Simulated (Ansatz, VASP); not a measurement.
One calculation of Co, two programs

File INCAR:

```
  PREC = Accurate
  ENCUT = 520
  EDIFF = 1E-7
  ISMEAR = 0
  SIGMA = 0.05
  LREAL = False
  LASPH = True
  NELM = 150
  ALGO = Fast
  ISIF = 2
  LWAVE = False
  LCHARG = False
  ISPIN = 2
  MAGMOM = 0.5
  LORBIT = 11
  LMAXMIX = 4
  GGA = PE
  NBANDS = 14
```

Contents of KPOINTS:

```
regular mesh
0
Gamma
  20 20 20
```

The input POSCAR:

```
Co
1.0
   -1.4047453212      1.4047453212      1.4047453212
    1.4047453212     -1.4047453212      1.4047453212
    1.4047453212      1.4047453212     -1.4047453212
Co
1
Direct
    0.0000000000      0.0000000000      0.0000000000
```

Input for Ansatz:

```yaml
crystal:
  lattice:
    - [-1.4047453212, 1.4047453212, 1.4047453212]
    - [1.4047453212, -1.4047453212, 1.4047453212]
    - [1.4047453212, 1.4047453212, -1.4047453212]
  atoms:
    - { symbol: Co, position: [0.0, 0.0, 0.0], spin: 0.5 }
basis:
  ecutwfc: 420
  ecutrho_ratio: 4
kpoints:
  mp_grid: { grid: [20, 20, 20] }
hamiltonian:
  xc: pbe
scf:
  occupations: { method: gaussian, width: 0.05 }
output:
  forces: true
  stress: true
  eigenvalues: true
  populations: true
magnetization:
  spin_polarized: true
```

Alike in both runs: task single point; functional PBE; k mesh 20 × 20 × 20; occupations gaussian, width 0.05 eV; collinear spin.

|  | VASP | Ansatz |
| --- | --- | --- |
| version | VASP 6.6.1 | Ansatz 0.2.0 |
| potentials or method | VASP PAW PBE potentials, release 64 (Co), cutoff 520 eV | scalar-relativistic, plane waves, PAW |
| valence electrons in the cell | 9 | 17 |

|  | VASP | Ansatz | Ansatz less VASP |
| --- | --- | --- | --- |
| gap on the k mesh at the Fermi level (eV) | none | none | - |
| pressure (GPa) | -0.9 | 0.0 | +0.90 |
| net moment per atom (μB) | 1.72 | 1.74 | +0.018 |
| size of the moment on the site where the two differ most (μB) | 1.75 | 1.81 | +0.063 |

Site moments also hang on the region over which each program counts them. A gap of «none» marks a metal or a gap that the smearing closes. The functional is the same, so the differences come from potentials, cutoffs and numerics. VASP's potentials hold 9 valence electrons a cell and Ansatz's 17, so a difference there can come from the potentials and not from the codes.
